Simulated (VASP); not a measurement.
# MoS2 (P-3m1) in VASP: further runs, part 3 of 3

VASP 6.6.1.

### Step 5. Single point, PBEsol

Contents of INCAR:

```
PREC = Accurate
ENCUT = 520
EDIFF = 1E-6
ISMEAR = 1
SIGMA = 0.05
LREAL = F
LASPH = T
NELM = 80
ALGO = Normal
ISIF = 2
LWAVE = F
LCHARG = F
GGA = PS
NBANDS = 20
```

Contents of KPOINTS:

```
Automatic mesh
0
Gamma
  11 11 5
```

Contents of POSCAR:

```
MoS2
1.0
    3.2274645600      0.0000000000      0.0000000000
   -1.6137322800      2.7950663000      0.0000000000
    0.0000000000      0.0000000000      6.3124734200
Mo S
1 2
Direct
    0.0000000000      0.0000000000      0.5000000000
    0.3333333333      0.6666666667      0.2553193200
    0.6666666667      0.3333333333      0.7446806800
```

Potentials or basis: VASP PAW PBE potentials, release 64 (Mo_sv, S).

Started as:

```bash
$ cat potpaw_PBE.64/Mo_sv/POTCAR potpaw_PBE.64/S/POTCAR > POTCAR
$ mpirun -np 1 vasp_std > vasp.out
```

OUTCAR:

```text
PREC = Accurate
   ENCUT = 520
   EDIFF = 1E-6
   ISMEAR = 1
   LREAL = F
   LASPH = T
   NELM = 80
   ISIF = 2
   GGA = PS

 ion  position               nearest neighbor table
   1  0.000  0.000  0.500-   2 2.42   3 2.42   3 2.42   2 2.42   3 2.42   2 2.42
   2  0.333  0.667  0.255-   1 2.42   1 2.42   1 2.42
   3  0.667  0.333  0.745-   1 2.42   1 2.42   1 2.42

  LATTYP: Found a hexagonal cell.
 ALAT       =     3.2274645600
 C/A-ratio  =     1.9558614208

  Lattice vectors:

 A1 = (   3.2274645600,   0.0000000000,   0.0000000000)
 A2 = (  -1.6137322800,   2.7950663000,   0.0000000000)
 A3 = (   0.0000000000,   0.0000000000,   6.3124734200)

Analysis of symmetry for initial positions (statically):
=====================================================================
 Subroutine PRICEL returns:
 Original cell was already a primitive cell.

 Routine SETGRP: Setting up the symmetry group for a
 hexagonal supercell.

 Subroutine GETGRP returns: Found 12 space group operations
 (whereof 12 operations were pure point group operations)
 out of a pool of 24 trial point group operations.

The static configuration has the point symmetry D_3d.

Analysis of symmetry for dynamics (positions and initial velocities):
=====================================================================
 Subroutine PRICEL returns:
 Original cell was already a primitive cell.

 Routine SETGRP: Setting up the symmetry group for a
 hexagonal supercell.

 Subroutine GETGRP returns: Found 12 space group operations
 (whereof 12 operations were pure point group operations)
 out of a pool of 24 trial point group operations.

The dynamic configuration has the point symmetry D_3d.

 Subroutine INISYM returns: Found 12 space group operations
 (whereof 12 operations are pure point group operations),
 and found     1 'primitive' translations

----------------------------------------------------------------------------------------

                                     Primitive cell

  volume of cell :      56.9447

  direct lattice vectors                    reciprocal lattice vectors
     3.227464560  0.000000000  0.000000000     0.309840738  0.178886633  0.000000000
    -1.613732280  2.795066300  0.000000000     0.000000000  0.357773266  0.000000000
     0.000000000  0.000000000  6.312473420     0.000000000  0.000000000  0.158416509

  length of vectors
     3.227464560  3.227464561  6.312473420     0.357773267  0.357773266  0.158416509

  position of ions in fractional coordinates (direct lattice)
     0.000000000  0.000000000  0.500000000
     0.333333333  0.666666667  0.255319320
     0.666666667  0.333333333  0.744680680

  ion indices of the primitive-cell ions
   primitive index   ion index
                 1           1
                 2           2
                 3           3

----------------------------------------------------------------------------------------

 KPOINTS: Automatic mesh

Automatic generation of k-mesh.
 Grid dimensions read from file:
 generate k-points for:   11   11    5

 Generating k-lattice:

  Cartesian coordinates                     Fractional coordinates (reciprocal lattice)
     0.028167340  0.016262421  0.000000000     0.090909091 -0.000000000  0.000000000
     0.000000000  0.032524842  0.000000000     0.000000000  0.090909091  0.000000000
     0.000000000  0.000000000  0.031683302     0.000000000  0.000000000  0.200000000

  Length of vectors
     0.032524842  0.032524842  0.031683302

  Shift w.r.t. Gamma in fractional coordinates (k-lattice)
     0.000000000  0.000000000  0.000000000

 Subroutine IBZKPT returns following result:
 ===========================================

 Found     68 irreducible k-points:

 Following reciprocal coordinates:
            Coordinates               Weight
  0.000000  0.000000  0.000000      1.000000
  0.090909  0.000000  0.000000      6.000000
  0.181818  0.000000  0.000000      6.000000
  0.272727  0.000000  0.000000      6.000000
  0.363636  0.000000  0.000000      6.000000
  0.454545 -0.000000  0.000000      6.000000
[... 16 lines left out ...]
  0.000000  0.272727  0.200000      6.000000
  0.363636  0.000000  0.200000      6.000000
 [... further k-points ...]
   k-points           NKPTS =     68   k-points in BZ     NKDIM =     68   number of bands    NBANDS=     20
   number of dos      NEDOS =    301   number of ions     NIONS =      3
   total plane-waves  NPLWV =  27648
   dimension x,y,z NGX =    24 NGY =   24 NGZ =   48
   dimension x,y,z NGXF=    48 NGYF=   48 NGZF=   96
   ions per type =               1   2
   NGX,Y,Z   is equivalent  to a cutoff of  12.36, 12.36, 12.64 a.u.
   NGXF,Y,Z  is equivalent  to a cutoff of  24.72, 24.72, 25.28 a.u.
 SYSTEM =  unknown system
   PREC   = accura    normal or accurate (medium, high low for compatibility)
   ISTART =      0    job   : 0-new  1-cont  2-samecut
   ICHARG =      2    charge: 1-file 2-atom 10-const
   ISPIN  =      1    spin polarized calculation?
   LNONCOLLINEAR =      F non collinear calculations
   LSORBIT =      F    spin-orbit coupling
   LASPH  =      T    aspherical Exc in radial PAW
   ENCUT  =  520.0 eV  38.22 Ry    6.18 a.u.   6.00  6.00 11.74*2*pi/ulx,y,z
   NELM   =     80;   NELMIN=  2; NELMDL= -5     # of ELM steps
   EDIFF  = 0.1E-05   stopping-criterion for ELM
   LREAL  =      F    real-space projection
   EDIFFG = 0.1E-04   stopping-criterion for IOM
   NSW    =      0    number of steps for IOM
   IBRION =     -1    ionic relax: 0-MD 1-quasi-New 2-CG
   NFREE  =      0    steps in history (QN), initial steepest desc. (CG)
   ISIF   =      2    stress and relaxation
   ISYM   =      2    0-nonsym 1-usesym 2-fastsym
   POTIM  = 0.5000    time-step for ionic-motion
   TEBEG  =    0.0;   TEEND  =   0.0 temperature during run
   PSTRESS=    0.0 pullay stress
   NELECT =      26.0000    total number of electrons
   NUPDOWN=      -1.0000    fix difference up-down
   EMIN   =  10.00;   EMAX   =-10.00  energy-range for DOS
   EFERMI =   0.00;   METHOD = LEGACY
   ISMEAR =     1;   SIGMA  =   0.05  broadening in eV -4-tet -1-fermi 0-gaus
   EFERMI_NEDOS =   21; number of points for ismear=-14 and -15
   IALGO  =     38    algorithm
   IMIX   =      4    mixing-type and parameters
     AMIX     =   0.40;   BMIX     =  1.00
     AMIX_MAG =   1.60;   BMIX_MAG =  1.00
  volume/ion in A,a.u.               =      18.98       128.09
  Fermi-wavevector in a.u.,A,eV,Ry     =   1.260612  2.382212 21.621610  1.589144
  Thomas-Fermi vector in A             =   2.394113
   LORBIT       =      0    0 simple, 1 ext, 2 COOP (PROOUT), +10 PAW based schemes
   GGA     = PS    functional components
   LHFCALC =     F    Hartree Fock is set to
   AEXX    =    0.0000 exact exchange contribution
   IVDW    =     0    specifies the selected vdW correction
   LEPSILON=     F    determine dielectric tensor
   LRPA    =     F    only Hartree local field effects (RPA)
 non-spin polarized calculation
 Methfessel and Paxton  Order N= 1 SIGMA  =   0.05
  energy-cutoff  :      520.00
  volume of cell :       56.94
 maximum number of plane-waves:      1557
   NGX = 13   NGY = 13   NGZ = 23

 number of electron      26.0000001 magnetization

 Free energy of the ion-electron system (eV)
  ---------------------------------------------------
  ext. energy  EPLUGINS =         0.00000000
  ---------------------------------------------------
  free energy    TOTEN  =       -22.56239242 eV

  energy without entropy =      -22.56258086  energy(sigma->0) =      -22.56245523

 E-fermi :   6.9127     XC(G=0): -10.6258

 val. band max:        6.8574325784   @ k =   0.1818   0.1818   0.4000
 cond. band min:       6.9206959890   @ k =   0.0909   0.0000   0.2000
 fundamental gap:      0.0632634107
 Fermi energy:         6.9126541626

 k-point     1 :       0.0000    0.0000    0.0000
  band No.  band energies     occupation
      1     -54.8541      2.00000
      2     -28.9206      2.00000
      3     -28.8857      2.00000
      4     -28.8857      2.00000
      5      -7.9896      2.00000
      6      -6.5269      2.00000
[... 12 lines left out ...]
     19      12.9023      0.00000
     20      16.3821      0.00000
[... 507 lines left out ...]
 k-point    24 :       0.3636    0.0000    0.2000
  band No.  band energies     occupation
      1     -54.8278      2.00000
      2     -29.1577      2.00000
      3     -28.9488      2.00000
      4     -28.8660      2.00000
      5      -6.6049      2.00000
      6      -6.0217      2.00000
[... 12 lines left out ...]
     19      13.2550      0.00000
     20      15.9112      0.00000

 [... further k-points ...]

------------------------ aborting loop because EDIFF is reached ----------------------------------------

  FORCE on cell =-STRESS in cart. coord.  units (eV):
  Direction    XX          YY          ZZ          XY          YZ          ZX
  --------------------------------------------------------------------------------------
  -------------------------------------------------------------------------------------
  Total       -1.6799557     -1.6799558     -0.2801008     -0.0000000      0.0000000      0.0000000
  in kB      -47.2666982    -47.2666983     -7.8808274     -0.0000000      0.0000000      0.0000000
  external PRESSURE =     -34.1380746 kB  Pullay stress =       0.0000000 kB

 VOLUME and BASIS-vectors are now :
 -----------------------------------------------------------------------------
  energy-cutoff  :      520.00
  volume of cell :       56.94
      direct lattice vectors                 reciprocal lattice vectors
     3.227464560  0.000000000  0.000000000     0.309840738  0.178886633  0.000000000
    -1.613732280  2.795066300  0.000000000     0.000000000  0.357773266  0.000000000
     0.000000000  0.000000000  6.312473420     0.000000000  0.000000000  0.158416509

 POSITION                                       TOTAL-FORCE (eV/Angst)
 -----------------------------------------------------------------------------------
      0.00000      0.00000      3.15624        -0.000000      0.000000      0.000000
     -0.00000      1.86338      1.61170        -0.000000      0.000000     -0.038314
      1.61373      0.93169      4.70078         0.000000      0.000000      0.038314
 -----------------------------------------------------------------------------------
    total drift:                                0.000000     -0.000000      0.000000

  FREE ENERGIE OF THE ION-ELECTRON SYSTEM (eV)
  ---------------------------------------------------
  free  energy   TOTEN  =       -22.5623924225 eV

  energy  without entropy=      -22.5625808555  energy(sigma->0) =      -22.56245523
```

stdout:

```text
POSCAR found type information on POSCAR MoS
 POSCAR found :  2 types and       3 ions
 scaLAPACK will be used
 -----------------------------------------------------------------------------
|                                                                             |
|                                                                             |
|     You enforced a specific xc type in the INCAR file but a different       |
|     I HOPE YOU KNOW WHAT YOU ARE DOING!                                     |
|                                                                             |
 -----------------------------------------------------------------------------

 LDA part: xc-table for (Slater+PW92), standard interpolation
 POSCAR, INCAR and KPOINTS ok, starting setup
 FFT: planning ... GRIDC
 FFT: planning ... GRID_SOFT
 FFT: planning ... GRID
 WAVECAR not read
 entering main loop
```

It took 45 s on 1 thread of Intel Xeon Platinum 8375C at 2.90GHz (Ice Lake), shared host; peak memory 0.21 GiB.

What came out:

- Free energy: -22.5624 eV
- Pressure: -3.4 GPa
- Largest force: 0.038 eV/Å
- Band gap on the k mesh: zero (band 13 reaches 7.16 eV, above the bottom of band 14 at 6.47 eV)

Forces in eV/Å, atoms in the order of the input:
```
Mo   0.000  0.000  0.000
S    0.000  0.000 -0.038
S    0.000  0.000  0.038
```

Caveat: the PAW data sets were made with another functional, which shifts forces and pressure a little; this functional lacks dispersion, which binds the layers, so the pressure and a relaxed spacing across them are unreliable.

### Step 6. The runs side by side

| smearing | gap on the mesh (eV) | pressure (GPa) | largest force (eV/Å) |
| --- | --- | --- | --- |
| methfessel-paxton 0.3 eV | none | -3.4 | 0.01 |
| methfessel-paxton 0.2 eV | none | -3.4 | 0.01 |
| methfessel-paxton 0.1 eV | none | -3.4 | 0.03 |
| methfessel-paxton 0.05 eV | none | -3.4 | 0.04 |

Alike in all rows: task single point; level PBEsol; potentials or basis VASP PAW PBE potentials, release 64 (Mo_sv, S); no spin polarisation; cell as given; k mesh 11 × 11 × 5; cutoff (eV) 520.

Every run on the cell as given and a fine mesh finds a metal.

Caveats: the PAW data sets were made with another functional, which shifts forces and pressure a little; this functional lacks dispersion, which binds the layers, so the pressure and a relaxed spacing across them are unreliable.

Absolute energies hang on the potentials; compare differences alone.
